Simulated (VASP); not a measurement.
# InBi (F-43m) in VASP: further runs, part 2 of 2

VASP 6.6.1.

### 4 Single point, LDA

This run uses another cell than the first one, of 41.83 Å³/atom, 1.052 times its volume.

Contents of INCAR:

```
SYSTEM = InBi
ALGO = Normal
EDIFF = 1E-6
ENCUT = 520
ISIF = 2
ISMEAR = -1
LASPH = .TRUE.
LCHARG = .FALSE.
LREAL = .FALSE.
LWAVE = .FALSE.
NBANDS = 21
NELM = 80
PREC = Accurate
SIGMA = 0.3
```

Contents of KPOINTS:

```
k-points
0
G
  6 6 6
  0 0 0
```

Contents of POSCAR:

```
InBi
1.0
    0.0000000000      3.4714611568      3.4714611568
    3.4714611568      0.0000000000      3.4714611568
    3.4714611568      3.4714611568      0.0000000000
In Bi
1 1
Direct
    0.0000000000      0.0000000000      0.0000000000
    0.2500000000      0.2500000000      0.2500000000
```

Potentials or basis: VASP PAW LDA potentials, release 64 (In_d, Bi_d).

On the command line:

```bash
> cat potpaw_LDA.64/In_d/POTCAR potpaw_LDA.64/Bi_d/POTCAR > POTCAR
> mpirun -np 1 vasp_std > vasp.out
```

OUTCAR:

```text
SYSTEM = InBi
   EDIFF = 1E-6
   ENCUT = 520
   ISIF = 2
   ISMEAR = -1
   LASPH = .TRUE.
   LREAL = .FALSE.
   NELM = 80
   PREC = Accurate

 ion  position               nearest neighbor table
   1  0.000  0.000  0.000-   2 3.01   2 3.01   2 3.01   2 3.01
   2  0.250  0.250  0.250-   1 3.01   1 3.01   1 3.01   1 3.01

  LATTYP: Found a face centered cubic cell.
 ALAT       =     6.9429223136

  Lattice vectors:

 A1 = (   0.0000000000,   3.4714611568,   3.4714611568)
 A2 = (   3.4714611568,   0.0000000000,   3.4714611568)
 A3 = (   3.4714611568,   3.4714611568,   0.0000000000)

Analysis of symmetry for initial positions (statically):
=====================================================================
 Subroutine PRICEL returns:
 Original cell was already a primitive cell.

 Routine SETGRP: Setting up the symmetry group for a
 face centered cubic supercell.

 Subroutine GETGRP returns: Found 24 space group operations
 (whereof 24 operations were pure point group operations)
 out of a pool of 48 trial point group operations.

The static configuration has the point symmetry T_d .

Analysis of symmetry for dynamics (positions and initial velocities):
=====================================================================
 Subroutine PRICEL returns:
 Original cell was already a primitive cell.

 Routine SETGRP: Setting up the symmetry group for a
 face centered cubic supercell.

 Subroutine GETGRP returns: Found 24 space group operations
 (whereof 24 operations were pure point group operations)
 out of a pool of 48 trial point group operations.

The dynamic configuration has the point symmetry T_d .

 Subroutine INISYM returns: Found 24 space group operations
 (whereof 24 operations are pure point group operations),
 and found     1 'primitive' translations

----------------------------------------------------------------------------------------

                                     Primitive cell

  volume of cell :      83.6695

[... 95 lines left out ...]
   EFERMI_NEDOS =   21; number of points for ismear=-14 and -15
   IALGO  =     38    algorithm
   IMIX   =      4    mixing-type and parameters
     AMIX     =   0.40;   BMIX     =  1.00
     AMIX_MAG =   1.60;   BMIX_MAG =  1.00
  volume/ion in A,a.u.               =      41.83       282.31
  Fermi-wavevector in a.u.,A,eV,Ry     =   1.136594  2.147850 17.576618  1.291845
  Thomas-Fermi vector in A             =   2.273299
   LORBIT       =      0    0 simple, 1 ext, 2 COOP (PROOUT), +10 PAW based schemes
   GGA     = CA    functional components
   LHFCALC =     F    Hartree Fock is set to
   AEXX    =    0.0000 exact exchange contribution
   IVDW    =     0    specifies the selected vdW correction
   LEPSILON=     F    determine dielectric tensor
   LRPA    =     F    only Hartree local field effects (RPA)
 non-spin polarized calculation
  energy-cutoff  :      520.00
  volume of cell :       83.67
 maximum number of plane-waves:      2285
 NGX is ok and might be reduce to    40
   NGX = 19   NGY = 19   NGZ = 19

 number of electron      27.9999997 magnetization

 Free energy of the ion-electron system (eV)
  ---------------------------------------------------
  ext. energy  EPLUGINS =         0.00000000
  ---------------------------------------------------
  free energy    TOTEN  =        -7.63648211 eV

  energy without entropy =       -7.42819636  energy(sigma->0) =       -7.53233924

 E-fermi :   3.5115     XC(G=0):  -8.4799

 val. band max:        3.3730443363   @ k =   0.3333   0.0000   0.0000
 cond. band min:       3.5120926044   @ k =   0.0000   0.0000   0.0000
 fundamental gap:      0.1390482681
 Fermi energy:         3.5114926637

 k-point     1 :       0.0000    0.0000    0.0000
  band No.  band energies     occupation
      1     -18.8519      2.00000
      2     -18.8519      2.00000
      3     -18.8519      2.00000
      4     -18.8313      2.00000
      5     -18.8313      2.00000
      6     -10.9154      2.00000
[... 373 lines left out ...]
     20      12.3471      0.00000
     21      13.0008      0.00000

------------------------ aborting loop because EDIFF is reached ----------------------------------------

  FORCE on cell =-STRESS in cart. coord.  units (eV):
  Direction    XX          YY          ZZ          XY          YZ          ZX
  --------------------------------------------------------------------------------------
  -------------------------------------------------------------------------------------
  Total       -1.7167453     -1.7167453     -1.7167453      0.0000000      0.0000000     -0.0000000
  in kB      -32.8737713    -32.8737713    -32.8737713      0.0000000      0.0000000     -0.0000000
  external PRESSURE =     -32.8737713 kB  Pullay stress =       0.0000000 kB

 VOLUME and BASIS-vectors are now :
 -----------------------------------------------------------------------------
  energy-cutoff  :      520.00
  volume of cell :       83.67
      direct lattice vectors                 reciprocal lattice vectors
     0.000000000  3.471461157  3.471461157    -0.144031570  0.144031570  0.144031570
     3.471461157  0.000000000  3.471461157     0.144031570 -0.144031570  0.144031570
     3.471461157  3.471461157  0.000000000     0.144031570  0.144031570 -0.144031570

 POSITION                                       TOTAL-FORCE (eV/Angst)
 -----------------------------------------------------------------------------------
      0.00000      0.00000      0.00000        -0.000000     -0.000000     -0.000000
      1.73573      1.73573      1.73573         0.000000      0.000000      0.000000
 -----------------------------------------------------------------------------------
    total drift:                                0.000000      0.000000      0.000000

  FREE ENERGIE OF THE ION-ELECTRON SYSTEM (eV)
  ---------------------------------------------------
  free  energy   TOTEN  =        -7.6364821105 eV

  energy  without entropy=       -7.4281963617  energy(sigma->0) =       -7.53233924
```

stdout:

```text
POSCAR found type information on POSCAR InBi
 POSCAR found :  2 types and       2 ions
 scaLAPACK will be used
 LDA part: xc-table for (Slater(with rela. corr.)+CA(PZ))
 , standard interpolation
 POSCAR, INCAR and KPOINTS ok, starting setup
 FFT: planning ... GRIDC
 FFT: planning ... GRID_SOFT
 FFT: planning ... GRID
 WAVECAR not read
 entering main loop
```

Wall time 69 s (1 thread of AMD EPYC 7R13, shared host); peak memory 0.17 GiB.

What came out:

* Free energy: -7.6365 eV
* Pressure: -3.3 GPa
* Band gap on the k mesh: zero (band 14 reaches 3.51 eV, above the bottom of band 15 at 3.21 eV)

Levels at points of the mesh, in eV from the Fermi level:
```tsv
k point	band 11	band 12	band 13	band 14	band 15	band 16	band 17	band 18
(0.00, 0.00, 0.00)	-11.22	-2.31	0.00	0.00	0.00	2.80	2.80	2.80
(0.50, 0.00, 0.00)	-10.49	-5.23	-0.83	-0.83	-0.30	3.63	3.63	5.64
(0.50, 0.50, 0.00)	-10.22	-5.48	-1.86	-1.86	1.18	1.18	6.97	6.97
```

Caveat: spin-orbit coupling is left out, which moves the levels of the heavy elements.

### 5 Summary

```csv
cell,gap on the mesh (eV),pressure (GPa)
"a = 4.827 Å, angles 60.0°, 2 atoms",none,-2.2
"a = 4.869 Å, angles 60.0°, 2 atoms",none,-2.8
"a = 4.909 Å, angles 60.0°, 2 atoms",none,-3.3
```

Alike in all rows: task single point; level LDA; potentials or basis VASP PAW LDA potentials, release 64 (In_d, Bi_d); no spin polarisation; k mesh 6 × 6 × 6; cutoff (eV) 520; smearing fermi-dirac 0.3 eV.

Caveats: spin-orbit coupling is left out, which moves the levels of the heavy elements.

Total energies depend on the potentials used, so only differences within one code and one set of settings carry meaning.
